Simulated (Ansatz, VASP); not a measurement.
**Lu in VASP and in Ansatz**

File INCAR:

```
SYSTEM = Lu
  PREC = Accurate
  ENCUT = 520
  EDIFF = 1E-6
  ISMEAR = -1
  SIGMA = 0.05
  LREAL = .False.
  LASPH = .True.
  NELM = 80
  ALGO = Normal
  ISIF = 2
  LWAVE = .False.
  LCHARG = .True.
  GGA = PE
  LELF = .True.
  LVHAR = .True.
  NBANDS = 18
```

KPOINTS

```
regular mesh
0
Gamma
  15 15 15
  0 0 0
```

The input POSCAR:

```
Lu
1.0
   -1.9209802497      1.9209802497      1.9209802497
    1.9209802497     -1.9209802497      1.9209802497
    1.9209802497      1.9209802497     -1.9209802497
Lu
1
Direct
    0.0000000000      0.0000000000      0.0000000000
```

Input for Ansatz:

```yaml
crystal:
  lattice:
    - [-1.9209802497, 1.9209802497, 1.9209802497]
    - [1.9209802497, -1.9209802497, 1.9209802497]
    - [1.9209802497, 1.9209802497, -1.9209802497]
  atoms:
    - { symbol: Lu, position: [0.0, 0.0, 0.0] }
kpoints:
  mp_grid: { grid: [15, 15, 15] }
scf:
  occupations: { method: fermi_dirac, width: 0.05 }
hamiltonian:
  xc: pbe
  pseudopotentials: { kind: all_electron, lapw: { basis_error: 0.001 } }
output:
  forces: true
  stress: true
  eigenvalues: true
```

Change from the starting cell: volume scaled by 0.95.

Alike in both runs: task single point; functional PBE; k mesh 15 × 15 × 15; occupations fermi-dirac, width 0.05 eV; no spin polarisation.

|  | VASP | Ansatz |
| --- | --- | --- |
| version | VASP 6.6.1 | Ansatz 0.2.0 |
| potentials or method | VASP PAW PBE potentials, release 64 (Lu), cutoff 520 eV | all-electron LAPW, scalar-relativistic |

```tsv
	VASP	Ansatz	Ansatz less VASP
pressure (GPa)	2.2	2.0	-0.14
```

Ansatz ran all-electron here, and VASP with PAW potentials.

Neither program's run includes spin-orbit coupling.
